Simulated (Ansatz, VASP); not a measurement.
## CaGeS3O12 in VASP and in Ansatz

```
CELL_PARAMETERS angstrom
4.43687 2.56163 7.16211
-4.43687 2.56163 7.16211
0.00000 -5.12325 7.16211
ATOMIC_POSITIONS crystal
Ca 0.37271 0.37271 0.37271
Ca 0.87271 0.87271 0.87271
Ge 0.64753 0.64753 0.64753
Ge 0.14753 0.14753 0.14753
S 0.50885 0.94595 0.29685
S 0.94595 0.29685 0.50885
S 0.29685 0.50885 0.94595
S 0.00885 0.79685 0.44595
S 0.79685 0.44595 0.00885
S 0.44595 0.00885 0.79685
O 0.49001 0.10661 0.31775
O 0.10661 0.31775 0.49001
O 0.31775 0.49001 0.10661
O 0.99001 0.81775 0.60661
O 0.81775 0.60661 0.99001
O 0.60661 0.99001 0.81775
O 0.47308 0.83531 0.77094
O 0.83531 0.77094 0.47308
O 0.77094 0.47308 0.83531
O 0.97308 0.27094 0.33531
O 0.27094 0.33531 0.97308
O 0.33531 0.97308 0.27094
O 0.39555 0.17275 0.64853
O 0.17275 0.64853 0.39555
O 0.64853 0.39555 0.17275
O 0.89555 0.14853 0.67275
O 0.14853 0.67275 0.89555
O 0.67275 0.89555 0.14853
O 0.51067 0.78210 0.47479
O 0.78210 0.47479 0.51067
O 0.47479 0.51067 0.78210
O 0.01067 0.97479 0.28210
O 0.97479 0.28210 0.01067
O 0.28210 0.01067 0.97479
```

Alike in both runs: task electric field gradients; functional PBE; k mesh 3 × 3 × 3; occupations fermi-dirac, width 0.02 eV; no spin polarisation.

```csv
,VASP,Ansatz
version,VASP 6.6.1,Ansatz 0.2.0
potentials or method,"VASP PAW PBE potentials, release 64 (Ca_sv, Ge_d, S, O)","plane-wave PAW, scalar-relativistic"
plane-wave cutoff (eV),520,420
valence electrons in the cell,228,228
```

VASP gave:

| Quantity | Value |
| --- | --- |
| gap on the k mesh at the Fermi level (eV) | 1.46 |
| pressure (GPa) | 1.0 |
| rms of the force components (eV/Å) | 0.180 |
| size of Vzz on the site where it differs most (V/Å²) | 50.3 |

Q: Estimate Ansatz's values.

A: gap on the k mesh at the Fermi level (eV): 1.50; pressure (GPa): 2.1; rms of the force components (eV/Å): 0.313; size of Vzz on the site where it differs most (V/Å²): 45.0.

Atom by atom the forces differ by 0.154 eV/Å (rms over components). One of these differences is far larger than is usual between the two programs; its cause wasn't traced.
